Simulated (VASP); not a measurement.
# CdS (F-43m) in VASP: notebook

Runs on CdS. Level: LDA. Tasks: single point, relaxation of cell and atoms.

Program: VASP 6.6.1. These are calculated values, not measurements. Logs are shortened: lines on timing, memory, paths and dates and some standing lists are left out, and cuts for length are marked.

## 1. The cell of the first run

The structure is cubic, space group F-43m (No. 216). The conventional cell has a = 5.757 Å, b = 5.757 Å, c = 5.757 Å, α = 90.00°, β = 90.00°, γ = 90.00°. Cd (site symmetry -43m) has 4 S at 2.49 Å within 3.3 Å. Within 3.3 Å of S (site symmetry -43m) lie 4 Cd at 2.49 Å.

## 2. Single point, LDA

INCAR

```
SYSTEM = CdS
ALGO = Normal ; EDIFF = 1E-6
ENCUT = 500 ; GGA_COMPAT = .False.
ISIF = 2 ; ISMEAR = 0
LASPH = .True. ; LCHARG = .False.
LREAL = .False. ; LWAVE = .False.
NBANDS = 16 ; NELM = 120
PREC = Accurate ; SIGMA = 0.01
```

KPOINTS

```
k-points
0
Gamma
  7 7 7
  0 0 0
```

POSCAR

```
CdS
1.0
    0.0000000000      2.8782762106      2.8782762106
    2.8782762106      0.0000000000      2.8782762106
    2.8782762106      2.8782762106      0.0000000000
Cd S
1 1
Direct
    0.0000000000      0.0000000000      0.0000000000
    0.7500000000      0.7500000000      0.7500000000
```

Potentials or basis: VASP PAW LDA potentials, release 64 (Cd, S).

Launch:

```bash
$ cat potpaw_LDA.64/Cd/POTCAR potpaw_LDA.64/S/POTCAR > POTCAR
$ mpirun -np 1 vasp_std > vasp.out
```

OUTCAR:

```text
SYSTEM = CdS
   EDIFF = 1E-6
   ENCUT = 500
   ISIF = 2
   ISMEAR = 0
   LASPH = .True.
   LREAL = .False.
   NELM = 120
   PREC = Accurate

 ion  position               nearest neighbor table
   1  0.000  0.000  0.000-   2 2.49   2 2.49   2 2.49   2 2.49
   2  0.750  0.750  0.750-   1 2.49   1 2.49   1 2.49   1 2.49

  LATTYP: Found a face centered cubic cell.
 ALAT       =     5.7565524212

  Lattice vectors:

 A1 = (   0.0000000000,   2.8782762106,   2.8782762106)
 A2 = (   2.8782762106,   0.0000000000,   2.8782762106)
 A3 = (   2.8782762106,   2.8782762106,   0.0000000000)

Analysis of symmetry for initial positions (statically):
=====================================================================
 Subroutine PRICEL returns:
 Original cell was already a primitive cell.

 Routine SETGRP: Setting up the symmetry group for a
 face centered cubic supercell.

 Subroutine GETGRP returns: Found 24 space group operations
 (whereof 24 operations were pure point group operations)
 out of a pool of 48 trial point group operations.

The static configuration has the point symmetry T_d .

Analysis of symmetry for dynamics (positions and initial velocities):
=====================================================================
 Subroutine PRICEL returns:
 Original cell was already a primitive cell.

 Routine SETGRP: Setting up the symmetry group for a
 face centered cubic supercell.

 Subroutine GETGRP returns: Found 24 space group operations
 (whereof 24 operations were pure point group operations)
 out of a pool of 48 trial point group operations.

The dynamic configuration has the point symmetry T_d .

 Subroutine INISYM returns: Found 24 space group operations
 (whereof 24 operations are pure point group operations),
 and found     1 'primitive' translations

----------------------------------------------------------------------------------------

                                     Primitive cell

  volume of cell :      47.6900

  direct lattice vectors                    reciprocal lattice vectors
     0.000000000  2.878276211  2.878276211    -0.173715086  0.173715086  0.173715086
     2.878276211  0.000000000  2.878276211     0.173715086 -0.173715086  0.173715086
     2.878276211  2.878276211  0.000000000     0.173715086  0.173715086 -0.173715086

  length of vectors
     4.070497253  4.070497253  4.070497253     0.300883355  0.300883355  0.300883355

[... 74 lines left out ...]
   NELM   =    120;   NELMIN=  2; NELMDL= -5     # of ELM steps
   EDIFF  = 0.1E-05   stopping-criterion for ELM
   LREAL  =      F    real-space projection
   EDIFFG = 0.1E-04   stopping-criterion for IOM
   NSW    =      0    number of steps for IOM
   IBRION =     -1    ionic relax: 0-MD 1-quasi-New 2-CG
   NFREE  =      0    steps in history (QN), initial steepest desc. (CG)
   ISIF   =      2    stress and relaxation
   ISYM   =      2    0-nonsym 1-usesym 2-fastsym
   POTIM  = 0.5000    time-step for ionic-motion
   TEBEG  =    0.0;   TEEND  =   0.0 temperature during run
   PSTRESS=    0.0 pullay stress
   NELECT =      18.0000    total number of electrons
   NUPDOWN=      -1.0000    fix difference up-down
   EMIN   =  10.00;   EMAX   =-10.00  energy-range for DOS
   EFERMI =   0.00;   METHOD = LEGACY
   ISMEAR =     0;   SIGMA  =   0.01  broadening in eV -4-tet -1-fermi 0-gaus
   EFERMI_NEDOS =   21; number of points for ismear=-14 and -15
   IALGO  =     38    algorithm
   IMIX   =      4    mixing-type and parameters
     AMIX     =   0.40;   BMIX     =  1.00
     AMIX_MAG =   1.60;   BMIX_MAG =  1.00
  volume/ion in A,a.u.               =      23.85       160.91
  Fermi-wavevector in a.u.,A,eV,Ry     =   1.183105  2.235744 19.044576  1.399737
  Thomas-Fermi vector in A             =   2.319346
   LORBIT       =      0    0 simple, 1 ext, 2 COOP (PROOUT), +10 PAW based schemes
   GGA     = CA    functional components
   LHFCALC =     F    Hartree Fock is set to
   AEXX    =    0.0000 exact exchange contribution
   IVDW    =     0    specifies the selected vdW correction
   LEPSILON=     F    determine dielectric tensor
   LRPA    =     F    only Hartree local field effects (RPA)
 non-spin polarized calculation
 Gauss-broadening in eV      SIGMA  =   0.01
  energy-cutoff  :      500.00
  volume of cell :       47.69
 maximum number of plane-waves:      1243
 NGX is ok and might be reduce to    30
   NGX = 15   NGY = 15   NGZ = 15

 number of electron      18.0000008 magnetization

 Free energy of the ion-electron system (eV)
  ---------------------------------------------------
  ext. energy  EPLUGINS =         0.00000000
  ---------------------------------------------------
  free energy    TOTEN  =        -7.40588843 eV

  energy without entropy =       -7.40588843  energy(sigma->0) =       -7.40588843

 E-fermi :   1.5254     XC(G=0):  -9.7668

 val. band max:        1.4840402841   @ k =   0.0000   0.0000   0.0000
 cond. band min:       2.4607969494   @ k =   0.0000   0.0000   0.0000
 fundamental gap:      0.9767566653
 Fermi energy:         1.5254021764

 k-point     1 :       0.0000    0.0000    0.0000
  band No.  band energies     occupation
      1     -11.1266      2.00000
      2      -6.4546      2.00000
      3      -6.4546      2.00000
      4      -6.4546      2.00000
      5      -5.9141      2.00000
      6      -5.9141      2.00000
[... 357 lines left out ...]
      3      -6.1646      2.00000
      4      -5.9750      2.00000
      5      -5.8962      2.00000
      6      -5.2329      2.00000
[... 8 lines left out ...]
     15      13.7745      0.00000
     16      15.5541      0.00000

------------------------ aborting loop because EDIFF is reached ----------------------------------------

  FORCE on cell =-STRESS in cart. coord.  units (eV):
  Direction    XX          YY          ZZ          XY          YZ          ZX
  --------------------------------------------------------------------------------------
  -------------------------------------------------------------------------------------
  Total        0.1638296      0.1638296      0.1638296      0.0000000      0.0000000      0.0000000
  in kB        5.5039627      5.5039627      5.5039627      0.0000000      0.0000000      0.0000000
  external PRESSURE =       5.5039627 kB  Pullay stress =       0.0000000 kB

 VOLUME and BASIS-vectors are now :
 -----------------------------------------------------------------------------
  energy-cutoff  :      500.00
  volume of cell :       47.69
      direct lattice vectors                 reciprocal lattice vectors
     0.000000000  2.878276211  2.878276211    -0.173715086  0.173715086  0.173715086
     2.878276211  0.000000000  2.878276211     0.173715086 -0.173715086  0.173715086
     2.878276211  2.878276211  0.000000000     0.173715086  0.173715086 -0.173715086

 POSITION                                       TOTAL-FORCE (eV/Angst)
 -----------------------------------------------------------------------------------
      0.00000      0.00000      0.00000        -0.000000     -0.000000     -0.000000
      4.31741      4.31741      4.31741         0.000000      0.000000      0.000000
 -----------------------------------------------------------------------------------
    total drift:                                0.000000      0.000000      0.000000

  FREE ENERGIE OF THE ION-ELECTRON SYSTEM (eV)
  ---------------------------------------------------
  free  energy   TOTEN  =        -7.4058884301 eV

  energy  without entropy=       -7.4058884301  energy(sigma->0) =       -7.40588843
```

OSZICAR:

```text
N       E                     dE             d eps       ncg     rms          rms(c)
DAV:   1     0.108193256839E+03    0.10819E+03   -0.88923E+03   648   0.100E+03
DAV:   2    -0.366604093091E+01   -0.11186E+03   -0.10619E+03   776   0.253E+02
DAV:   3    -0.789306699914E+01   -0.42270E+01   -0.42196E+01   760   0.518E+01
DAV:   4    -0.792086557947E+01   -0.27799E-01   -0.27795E-01   824   0.408E+00
DAV:   5    -0.792122429313E+01   -0.35871E-03   -0.35871E-03   776   0.436E-01    0.884E+00
DAV:   6    -0.743832797282E+01    0.48290E+00   -0.76477E-01   984   0.120E+01    0.691E+00
DAV:   7    -0.741122777757E+01    0.27100E-01   -0.16183E-01   856   0.290E+00    0.316E+00
DAV:   8    -0.740631269530E+01    0.49151E-02   -0.17633E-02   728   0.168E+00    0.258E-01
DAV:   9    -0.740589219453E+01    0.42050E-03   -0.19548E-03   864   0.702E-01    0.503E-02
DAV:  10    -0.740588216273E+01    0.10032E-04   -0.16281E-04   792   0.160E-01    0.544E-02
DAV:  11    -0.740589333207E+01   -0.11169E-04   -0.43780E-05   792   0.658E-02    0.169E-02
DAV:  12    -0.740588826409E+01    0.50680E-05   -0.17282E-05   944   0.580E-02    0.732E-03
DAV:  13    -0.740588843009E+01   -0.16599E-06   -0.14665E-06   664   0.836E-03
   1 F= -.74058884E+01 E0= -.74058884E+01  d E =-.183339E-11
```

stdout:

```text
POSCAR found type information on POSCAR CdS
 POSCAR found :  2 types and       2 ions
 scaLAPACK will be used
 LDA part: xc-table for (Slater(with rela. corr.)+CA(PZ))
 , standard interpolation
 POSCAR, INCAR and KPOINTS ok, starting setup
 FFT: planning ... GRIDC
 FFT: planning ... GRID_SOFT
 FFT: planning ... GRID
 WAVECAR not read
 entering main loop
```

It took 21 s on 1 thread of AMD EPYC 7R43 (Zen 3), shared host; peak memory 0.11 GiB.

What came out:

- Free energy: -7.4059 eV
- Pressure: 0.6 GPa
- Band gap on the k mesh: 0.98 eV

## 3. Relaxation of cell and atoms, LDA

This run uses another cell than the first one, of 24.81 Å³/atom.

INCAR

```
PREC = Accurate
ENCUT = 500
EDIFF = 1E-7
ISMEAR = 0
SIGMA = 0.01
LREAL = F
LASPH = T
NELM = 120
ALGO = Normal
ISIF = 3
LWAVE = F
LCHARG = F
IBRION = 2
NSW = 80
EDIFFG = -0.01
GGA_COMPAT = F
NELMIN = 4
```

KPOINTS

```
regular mesh
0
Gamma
  7 7 7
```

POSCAR

```
CdS
1.0
    0.0000000000      2.9165000000      2.9165000000
    2.9165000000      0.0000000000      2.9165000000
    2.9165000000      2.9165000000      0.0000000000
Cd S
1 1
Direct
    0.0000000000      0.0000000000      0.0000000000
    0.7500000000      0.7500000000      0.7500000000
```

Potentials or basis: VASP PAW LDA potentials, release 64 (Cd, S).

Launch:

```bash
$ cat potpaw_LDA.64/Cd/POTCAR potpaw_LDA.64/S/POTCAR > POTCAR
$ mpirun -np 1 vasp_std > vasp.out
```

It took 38 s on 1 thread of AMD EPYC 7R43 (Zen 3), shared host; peak memory 0.12 GiB.

It converged, with:

* Free energy: -7.4069 eV
* Relaxed volume: 24.04 Å³/atom
* Relaxed cell: a = 4.081 Å, b = 4.081 Å, c = 4.081 Å, α = 60.00°, β = 60.00°, γ = 60.00°
* Space group after relaxing (to 0.1 Å): F-43m (No. 216)
* Energy gained by relaxing: 4.9 meV/atom
* Ionic steps: 3
* Pressure after relaxing: 0.0 GPa
* Band gap on the k mesh: 0.96 eV

Step by step:
```csv
step,energy change (eV),largest force (eV/Å),pressure (GPa),volume (Å³)
1,0.0000,0.0000,-2.00,49.62
2,-0.0080,0.0000,0.96,47.43
3,-0.0099,0.0000,0.00,48.07
```

Final structure:
```yaml
crystal:
  lattice:
    - [0.00000, 2.88599, 2.88599]
    - [2.88599, 0.00000, 2.88599]
    - [2.88599, 2.88599, 0.00000]
  atoms:
    - { symbol: Cd, position: [0.00000, 0.00000, 0.00000] }
    - { symbol: S, position: [0.75000, 0.75000, 0.75000] }
```

Levels at points of the mesh, in eV from the valence-band top:
| k point | band 6 | band 7 | band 8 | band 9 | band 10 | band 11 | band 12 | band 13 |
| --- | --- | --- | --- | --- | --- | --- | --- | --- |
| (0.00, 0.00, 0.00) | -7.38 | 0.00 | 0.00 | 0.00 | 0.96 | 6.35 | 6.35 | 6.35 |

As with any semilocal functional, this LDA gap is likely too small. Zero-point motion and thermal expansion aren't in these numbers.
